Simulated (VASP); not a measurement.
# SnSe (I4/mmm) in VASP: a series of runs, part 2 of 3

VASP 6.6.1. The steps go on from the part before.

### Step 3. Electric field gradients, PBEsol (zz strain of -1 %)

Contents of INCAR:

```
SYSTEM = SnSe
PREC = Accurate ; ENCUT = 520
EDIFF = 1E-8 ; ISMEAR = -1
SIGMA = 0.01 ; LREAL = .FALSE.
LASPH = .TRUE. ; NELM = 80
ALGO = Normal ; ISIF = 2
LWAVE = .FALSE. ; LCHARG = .FALSE.
GGA = PS ; LEFG = .TRUE.
NBANDS = 17
```

Contents of KPOINTS:

```
Automatic mesh
0
G
  7 7 7
  0 0 0
```

Contents of POSCAR:

```
SnSe
1.0
    0.0000000000      3.0100000000      2.9799000000
    3.0100000000      0.0000000000      2.9799000000
    3.0100000000      3.0100000000      0.0000000000
Sn Se
1 1
Direct
    0.0000000000      0.0000000000      0.0000000000
    0.5000000000      0.5000000000      0.5000000000
```

Potentials or basis: VASP PAW PBE potentials, release 64 (Sn_d, Se).

Run with:

```bash
cat potpaw_PBE.64/Sn_d/POTCAR potpaw_PBE.64/Se/POTCAR > POTCAR
mpirun -np 1 vasp_std > vasp.out
```

OUTCAR:

```text
SYSTEM = SnSe
   PREC = Accurate
   ENCUT = 520
   EDIFF = 1E-8
   ISMEAR = -1
   LREAL = .FALSE.
   LASPH = .TRUE.
   NELM = 80
   ISIF = 2
   GGA = PS

 ion  position               nearest neighbor table
   1  0.000  0.000  0.000-   2 2.98   2 2.98   2 3.01   2 3.01   2 3.01   2 3.01
   2  0.500  0.500  0.500-   1 2.98   1 2.98   1 3.01   1 3.01   1 3.01   1 3.01

  LATTYP: Found a body centered tetragonal cell.
 ALAT       =     4.2567828227
 C/A-ratio  =     1.4000714267

  Lattice vectors:

 A1 = (   0.0000000000,  -3.0100000000,  -2.9799000000)
 A2 = (   0.0000000000,   3.0100000000,  -2.9799000000)
 A3 = (   3.0100000000,   0.0000000000,   2.9799000000)

Analysis of symmetry for initial positions (statically):
=====================================================================
 Subroutine PRICEL returns:
 Original cell was already a primitive cell.

 Routine SETGRP: Setting up the symmetry group for a
[... 668 lines left out ...]
  energy-cutoff  :      520.00
  volume of cell :       54.00
      direct lattice vectors                 reciprocal lattice vectors
     0.000000000  3.010000000  2.979900000    -0.166112957  0.166112957  0.167790865
     3.010000000  0.000000000  2.979900000     0.166112957 -0.166112957  0.167790865
     3.010000000  3.010000000  0.000000000     0.166112957  0.166112957 -0.167790865

 POSITION                                       TOTAL-FORCE (eV/Angst)
 -----------------------------------------------------------------------------------
      0.00000      0.00000      0.00000         0.000000     -0.000000     -0.000000
      3.01000      3.01000      2.97990        -0.000000      0.000000      0.000000
 -----------------------------------------------------------------------------------
    total drift:                                0.000000     -0.000000     -0.000000

  FREE ENERGIE OF THE ION-ELECTRON SYSTEM (eV)
  ---------------------------------------------------
  free  energy   TOTEN  =        -8.9782891977 eV

  energy  without entropy=       -8.9782891977  energy(sigma->0) =       -8.97828920

 Electric field gradients (V/A^2)
---------------------------------------------------------------------
 ion       V_xx      V_yy      V_zz      V_xy      V_xz      V_yz
---------------------------------------------------------------------
   1       6.897     6.897   -13.794     0.001     0.002     0.002
   2       0.969     0.969    -1.937    -0.000    -0.000    -0.000
---------------------------------------------------------------------

 Electric field gradients after diagonalization (V/A^2)
 (convention: |V_zz| > |V_xx| > |V_yy|)
----------------------------------------------------------------------
 ion       V_xx      V_yy      V_zz     asymmetry (V_yy - V_xx)/ V_zz
----------------------------------------------------------------------
   1       6.899     6.896   -13.794       0.000
   2       0.969     0.968    -1.937       0.000
----------------------------------------------------------------------

           NMR quadrupolar parameters

 Cq : quadrupolar parameter    Cq=e*Q*V_zz/h
 eta: asymmetry parameters     (V_yy - V_xx)/ V_zz
 Q  : nuclear electric quadrupole moment in mb (millibarn)
----------------------------------------------------------------------
 ion       Cq(MHz)       eta       Q (mb)
----------------------------------------------------------------------
   1      -0.033       0.000       1.000
   2      -0.005       0.000       1.000
----------------------------------------------------------------------
```

OSZICAR:

```text
N       E                     dE             d eps       ncg     rms          rms(c)
DAV:   1     0.133386214049E+03    0.13339E+03   -0.97190E+03  1376   0.144E+03
DAV:   2     0.330483436184E+01   -0.13008E+03   -0.12629E+03  1484   0.355E+02
DAV:   3    -0.882948746150E+01   -0.12134E+02   -0.11973E+02  1662   0.925E+01
DAV:   4    -0.913785661129E+01   -0.30837E+00   -0.30810E+00  1601   0.157E+01
DAV:   5    -0.914667403199E+01   -0.88174E-02   -0.88170E-02  1919   0.262E+00    0.307E+00
DAV:   6    -0.898244591094E+01    0.16423E+00   -0.39640E-01  2045   0.408E+00    0.182E+00
DAV:   7    -0.897838901158E+01    0.40569E-02   -0.68178E-02  1675   0.128E+00    0.854E-01
DAV:   8    -0.897844712010E+01   -0.58109E-04   -0.70638E-03  1712   0.714E-01    0.871E-02
DAV:   9    -0.897826695495E+01    0.18017E-03   -0.12977E-03  1974   0.270E-01    0.432E-02
DAV:  10    -0.897828758484E+01   -0.20630E-04   -0.11619E-04  1620   0.704E-02    0.839E-03
DAV:  11    -0.897828922051E+01   -0.16357E-05   -0.71267E-06  1804   0.199E-02    0.219E-03
DAV:  12    -0.897828925313E+01   -0.32620E-07   -0.30226E-07  1801   0.715E-03    0.674E-04
DAV:  13    -0.897828922765E+01    0.25479E-07   -0.17576E-08  1460   0.103E-03    0.286E-04
DAV:  14    -0.897828919165E+01    0.35996E-07   -0.67508E-09  1189   0.101E-03    0.630E-05
DAV:  15    -0.897828919771E+01   -0.60550E-08   -0.72413E-10   816   0.241E-04
   1 F= -.89782892E+01 E0= -.89782892E+01  d E =-.144110E-11
```

stdout:

```text
POSCAR found type information on POSCAR SnSe
 POSCAR found :  2 types and       2 ions
 scaLAPACK will be used
 -----------------------------------------------------------------------------
|                                                                             |
|                                                                             |
|     You enforced a specific xc type in the INCAR file but a different       |
|     I HOPE YOU KNOW WHAT YOU ARE DOING!                                     |
|                                                                             |
 -----------------------------------------------------------------------------

 LDA part: xc-table for (Slater+PW92), standard interpolation
 POSCAR, INCAR and KPOINTS ok, starting setup
 FFT: planning ... GRIDC
 FFT: planning ... GRID_SOFT
 FFT: planning ... GRID
 WAVECAR not read
 entering main loop
ion   1

ion   2
```

Run time: 60 s. Hardware: 1 thread of Intel Xeon 8259CL, shared host; peak memory 0.19 GiB.

Results:

```
Free energy                             : -8.9783 eV
Pressure                                : -1.4 GPa
Band gap on the k mesh                  : 0.68 eV (least direct gap 0.69 eV)
Largest electric field gradient by atom : Sn -13.8; Se -1.9 V/Å²
```

Electric field gradients, principal values (V/Å²):
```csv
atom,least,middle,greatest (by size)
1 Sn,6.896,6.899,-13.794
2 Se,0.968,0.969,-1.937
```

Caveat: the cell differs from its parent crystal (zz strain of -1 %); without QUAD_EFG the Cq values of the log hold for a quadrupole moment of 1 mb, not for the nuclei; the PAW data sets were made with another functional, which shifts forces and pressure a little; spin-orbit coupling is left out, which moves the levels of the heavy elements; an odd mesh through Γ misses points on the zone boundary, where band edges can lie.

(Continued in part 3 of 3.)
